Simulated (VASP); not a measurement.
# C in VASP: relaxation of the atoms with PBE+D3(BJ)

Aim: the relaxation of the atoms of C with PBE+D3(BJ).

All numbers are computed with VASP 6.6.1; they aren't measurements. Logs are shortened: lines on timing, memory, paths and dates and some standing lists are left out, and cuts for length are marked.

**1. The cell of the first run**

The cell holds a slab with vacuum, 24 atoms: a = 4.930 Å, b = 4.930 Å, c = 23.738 Å, α = 90.00°, β = 90.00°, γ = 120.00°.

**2. Relaxation of the atoms, PBE+D3(BJ)**

INCAR reads:

```
SYSTEM = C
PREC = Accurate
ENCUT = 520
EDIFF = 1E-6
ISMEAR = 0
SIGMA = 0.1
LREAL = Auto
LASPH = .TRUE.
NELM = 60
ALGO = Fast
ISIF = 2
LWAVE = .FALSE.
LCHARG = .FALSE.
LDIPOL = .TRUE.
IDIPOL = 3
DIPOL = 0.5 0.5 0.500
GGA = PE
IVDW = 12
IBRION = 2
NSW = 90
EDIFFG = -0.03
```

KPOINTS reads:

```
regular mesh
0
G
  6 6 1
  0 0 0
```

POSCAR reads:

```
C
1.0
    4.9299593318      0.0000000000      0.0000000000
   -2.4649796659      4.2694700209      0.0000000000
    0.0000000000      0.0000000000     23.7384329248
C
24
Selective dynamics
Direct
    0.0000000000      0.0000000000      0.3580691389  F F F
    0.0000000000      0.5000000000      0.3580691389  F F F
    0.5000000000      0.0000000000      0.3580691389  F F F
    0.5000000000      0.5000000000      0.3580691389  F F F
    0.1666666667      0.3333333333      0.3580691289  F F F
    0.1666666667      0.8333333333      0.3580691289  F F F
    0.6666666667      0.3333333333      0.3580691289  F F F
    0.6666666667      0.8333333333      0.3580691289  F F F
    0.0000000000      0.0000000000      0.5000000050  T T T
    0.0000000000      0.5000000000      0.5000000050  T T T
    0.5000000000      0.0000000000      0.5000000050  T T T
    0.5000000000      0.5000000000      0.5000000050  T T T
    0.3333333333      0.1666666667      0.4999999950  T T T
    0.3333333333      0.6666666667      0.4999999950  T T T
    0.8333333333      0.1666666667      0.4999999950  T T T
    0.8333333333      0.6666666667      0.4999999950  T T T
    0.0000000000      0.0000000000      0.6419308711  T T T
    0.0000000000      0.5000000000      0.6419308711  T T T
    0.5000000000      0.0000000000      0.6419308711  T T T
    0.5000000000      0.5000000000      0.6419308711  T T T
    0.1666666667      0.3333333333      0.6419308611  T T T
    0.1666666667      0.8333333333      0.6419308611  T T T
    0.6666666667      0.3333333333      0.6419308611  T T T
    0.6666666667      0.8333333333      0.6419308611  T T T
```

Potentials or basis: VASP PAW PBE potentials, release 64 (C).

The run is started by

```bash
cat potpaw_PBE.64/C/POTCAR > POTCAR
mpirun -np 1 vasp_std > vasp.out
```

OUTCAR:

```text
SYSTEM = C
   PREC = Accurate
   ENCUT = 520
   EDIFF = 1E-6
   ISMEAR = 0
   LREAL = Auto
   LASPH = .TRUE.
   NELM = 60
   ISIF = 2
   GGA = PE
   IVDW = 12
   IBRION = 2
   NSW = 90
   EDIFFG = -0.03
 IVDW          = 12

 ion  position               nearest neighbor table
   1  0.000  0.000  0.358-   5 1.42   8 1.42   6 1.42
   2  0.000  0.500  0.358-   6 1.42   7 1.42   5 1.42
   3  0.500  0.000  0.358-   7 1.42   6 1.42   8 1.42
   4  0.500  0.500  0.358-   8 1.42   5 1.42   7 1.42
   5  0.167  0.333  0.358-   1 1.42   4 1.42   2 1.42
   6  0.167  0.833  0.358-   2 1.42   3 1.42   1 1.42
[... 25 lines left out ...]
 A1 = (   4.9299593318,   0.0000000000,   0.0000000000)
 A2 = (  -2.4649796659,   4.2694700209,   0.0000000000)
 A3 = (   0.0000000000,   0.0000000000,  23.7384329248)

Analysis of symmetry for initial positions (statically):
=====================================================================
 Subroutine PRICEL returns following result:

  LATTYP: Found a hexagonal cell.
 ALAT       =     2.4649796659
 C/A-ratio  =     9.6302753541
[... 12 lines left out ...]
 Subroutine GETGRP returns: Found 12 space group operations
 (whereof 12 operations were pure point group operations)
 out of a pool of 24 trial point group operations.

The static configuration has the point symmetry D_3h.

Analysis of symmetry for dynamics (positions and initial velocities):
=====================================================================
 Subroutine PRICEL returns following result:

  LATTYP: Found a hexagonal cell.
 ALAT       =     2.4649796659
 C/A-ratio  =     9.6302753541
[... 12 lines left out ...]
 Subroutine GETGRP returns: Found 12 space group operations
 (whereof 12 operations were pure point group operations)
 out of a pool of 24 trial point group operations.

The dynamic configuration has the point symmetry D_3h.

Analysis of constrained symmetry for selective dynamics:
=====================================================================
 Subroutine PRICEL returns following result:

  LATTYP: Found a hexagonal cell.
 ALAT       =     2.4649796659
 C/A-ratio  =     9.6302753541
[... 12 lines left out ...]
 Subroutine GETGRP returns: Found  6 space group operations
 (whereof  6 operations were pure point group operations)
 out of a pool of 24 trial point group operations.

[... 102 lines left out ...]
   NUPDOWN=      -1.0000    fix difference up-down
   EMIN   =  10.00;   EMAX   =-10.00  energy-range for DOS
   EFERMI =   0.00;   METHOD = LEGACY
   ISMEAR =     0;   SIGMA  =   0.10  broadening in eV -4-tet -1-fermi 0-gaus
   EFERMI_NEDOS =   21; number of points for ismear=-14 and -15
   IALGO  =     68    algorithm
   IMIX   =      4    mixing-type and parameters
     AMIX     =   0.40;   BMIX     =  1.00
     AMIX_MAG =   1.60;   BMIX_MAG =  1.00
  volume/ion in A,a.u.               =      20.82       140.49
  Fermi-wavevector in a.u.,A,eV,Ry     =   0.944660  1.785148 12.141597  0.892382
  Thomas-Fermi vector in A             =   2.072486
   LORBIT       =      0    0 simple, 1 ext, 2 COOP (PROOUT), +10 PAW based schemes
   GGA     = PE    functional components
   LHFCALC =     F    Hartree Fock is set to
   AEXX    =    0.0000 exact exchange contribution
   IVDW    =    12    specifies the selected vdW correction
   LEPSILON=     F    determine dielectric tensor
   LRPA    =     F    only Hartree local field effects (RPA)
 conjugate gradient relaxation of ions
 non-spin polarized calculation
 RMM-DIIS sequential band-by-band and
 Gauss-broadening in eV      SIGMA  =   0.10
  energy-cutoff  :      520.00
  volume of cell :      499.65
 maximum number of plane-waves:     13506
 NGX is ok and might be reduce to    40
   NGX = 19   NGY = 19   NGZ = 89

 dipolmoment           0.000000      0.000000     -0.000004 electrons x Angstroem

 number of electron      95.9999998 magnetization

 dipolmoment           0.000000      0.000000      0.000000 electrons x Angstroem

 Free energy of the ion-electron system (eV)
  ---------------------------------------------------
  ext. energy  EPLUGINS =         0.00000000
  ---------------------------------------------------
  free energy    TOTEN  =      -221.17194647 eV

  energy without entropy =     -221.15946670  energy(sigma->0) =     -221.16570658

 E-fermi :  -0.4762     XC(G=0):  -4.7378

 val. band max:       -0.4816657323   @ k =   0.3333   0.3333   0.0000
 cond. band min:      -0.4749188192   @ k =   0.3333   0.3333   0.0000
 fundamental gap:      0.0067469131
 Fermi energy:        -0.4762284240

 k-point     1 :       0.0000    0.0000    0.0000
  band No.  band energies     occupation
      1     -20.0892      2.00000
      2     -19.9920      2.00000
      3     -19.8835      2.00000
      4     -14.7800      2.00000
      5     -14.7800      2.00000
      6     -14.7800      2.00000
[... 430 lines left out ...]
     59       6.0645      0.00000
     60       6.0706      0.00000
 [bands above 60 left out]

------------------------ aborting loop because EDIFF is reached ----------------------------------------

 vacuum level on the upper side and lower side of the slab       (xc-potential included)        -0.139        -0.139

 Edisp (eV)   -3.14680

 E8    (eV) :    -0.9241

  FORCE on cell =-STRESS in cart. coord.  units (eV):
  Direction    XX          YY          ZZ          XY          YZ          ZX
  --------------------------------------------------------------------------------------
  -------------------------------------------------------------------------------------
  Total       1.07848     1.07848    -0.05668    -0.00000     0.00000    -0.00000
  in kB       3.45823     3.45823    -0.18176    -0.00000     0.00000    -0.00000
  external pressure =        2.24 kB  Pullay stress =        0.00 kB

 VOLUME and BASIS-vectors are now :
 -----------------------------------------------------------------------------
  energy-cutoff  :      520.00
  volume of cell :      499.65
      direct lattice vectors                 reciprocal lattice vectors
     4.929959332  0.000000000  0.000000000     0.202841430  0.117110554  0.000000000
    -2.464979666  4.269470021  0.000000000     0.000000000  0.234221108  0.000000000
     0.000000000  0.000000000 23.738432925     0.000000000  0.000000000  0.042125780

 POSITION                                       TOTAL-FORCE (eV/Angst)
 -----------------------------------------------------------------------------------
      0.00000      0.00000      8.50000        -0.000000     -0.000000      0.002784
     -1.23249      2.13474      8.50000        -0.000000     -0.000000      0.002784
      2.46498      0.00000      8.50000        -0.000000     -0.000000      0.002784
      1.23249      2.13474      8.50000        -0.000000     -0.000000      0.002784
      0.00000      1.42316      8.50000        -0.000000      0.000000     -0.007391
     -1.23249      3.55789      8.50000        -0.000000      0.000000     -0.007391
[... 16 lines left out ...]
      2.46498      1.42316     15.23843         0.000000     -0.000000      0.007398
      1.23249      3.55789     15.23843        -0.000000      0.000000      0.007398
 -----------------------------------------------------------------------------------
    total drift:                                0.000005     -0.000003     -0.000025

  FREE ENERGIE OF THE ION-ELECTRON SYSTEM (eV)
  ---------------------------------------------------
  free  energy   TOTEN  =      -224.3187475011 eV

  energy  without entropy=     -224.3062677314  energy(sigma->0) =     -224.31250762

 reached required accuracy - stopping structural energy minimisation

 vacuum level on the upper side and lower side of the slab         3.699         3.699
```

CONTCAR:

```text
C
   1.00000000000000
     4.9299593318000001    0.0000000000000000    0.0000000000000000
    -2.4649796659000001    4.2694700209000001    0.0000000000000000
     0.0000000000000000    0.0000000000000000   23.7384329248000014
  C
    24
Selective dynamics
Direct
     0.0000000000000000    0.0000000000000000    0.3580691388999995   F   F   F
     0.0000000000000000    0.5000000000000000    0.3580691388999995   F   F   F
     0.5000000000000000    0.0000000000000000    0.3580691388999995   F   F   F
     0.5000000000000000    0.5000000000000000    0.3580691388999995   F   F   F
     0.1666666667000030    0.3333333332999970    0.3580691288999986   F   F   F
     0.1666666667000030    0.8333333332999970    0.3580691288999986   F   F   F
     0.6666666667000030    0.3333333332999970    0.3580691288999986   F   F   F
     0.6666666667000030    0.8333333332999970    0.3580691288999986   F   F   F
     0.0000000000000000    0.0000000000000000    0.5000000049999969   T   T   T
     0.0000000000000000    0.5000000000000000    0.5000000049999969   T   T   T
     0.5000000000000000    0.0000000000000000    0.5000000049999969   T   T   T
     0.5000000000000000    0.5000000000000000    0.5000000049999969   T   T   T
     0.3333333332999970    0.1666666667000030    0.4999999950000031   T   T   T
     0.3333333332999970    0.6666666667000030    0.4999999950000031   T   T   T
[... 33 lines left out ...]
  0.00000000E+00  0.00000000E+00  0.00000000E+00
  0.00000000E+00  0.00000000E+00  0.00000000E+00
```

Wall time 6.4 min (1 thread of Oxide Virtual Turin-like, shared host); peak memory 0.57 GiB.

What came out:

| Quantity | Value |
| --- | --- |
| Free energy | -224.3187 eV |
| Dispersion energy per atom | -0.131 eV |

Final structure:
```yaml
crystal:
  lattice:
    - [4.92996, 0.00000, 0.00000]
    - [-2.46498, 4.26947, 0.00000]
    - [0.00000, 0.00000, 23.73843]
  atoms:
    - { symbol: C, position: [0.00000, 0.00000, 0.35807] }
    - { symbol: C, position: [0.00000, 0.50000, 0.35807] }
    - { symbol: C, position: [0.50000, 0.00000, 0.35807] }
    - { symbol: C, position: [0.50000, 0.50000, 0.35807] }
    - { symbol: C, position: [0.16667, 0.33333, 0.35807] }
    - { symbol: C, position: [0.16667, 0.83333, 0.35807] }
    - { symbol: C, position: [0.66667, 0.33333, 0.35807] }
    - { symbol: C, position: [0.66667, 0.83333, 0.35807] }
    - { symbol: C, position: [0.00000, 0.00000, 0.50000] }
    - { symbol: C, position: [0.00000, 0.50000, 0.50000] }
    - { symbol: C, position: [0.50000, 0.00000, 0.50000] }
    - { symbol: C, position: [0.50000, 0.50000, 0.50000] }
    - { symbol: C, position: [0.33333, 0.16667, 0.50000] }
    - { symbol: C, position: [0.33333, 0.66667, 0.50000] }
    - { symbol: C, position: [0.83333, 0.16667, 0.50000] }
    - { symbol: C, position: [0.83333, 0.66667, 0.50000] }
    - { symbol: C, position: [0.00000, 0.00000, 0.64193] }
    - { symbol: C, position: [0.00000, 0.50000, 0.64193] }
    - { symbol: C, position: [0.50000, 0.00000, 0.64193] }
    - { symbol: C, position: [0.50000, 0.50000, 0.64193] }
    - { symbol: C, position: [0.16667, 0.33333, 0.64193] }
    - { symbol: C, position: [0.16667, 0.83333, 0.64193] }
    - { symbol: C, position: [0.66667, 0.33333, 0.64193] }
    - { symbol: C, position: [0.66667, 0.83333, 0.64193] }
```

Caveat: the relaxation stopped at its first step, so nothing moved.
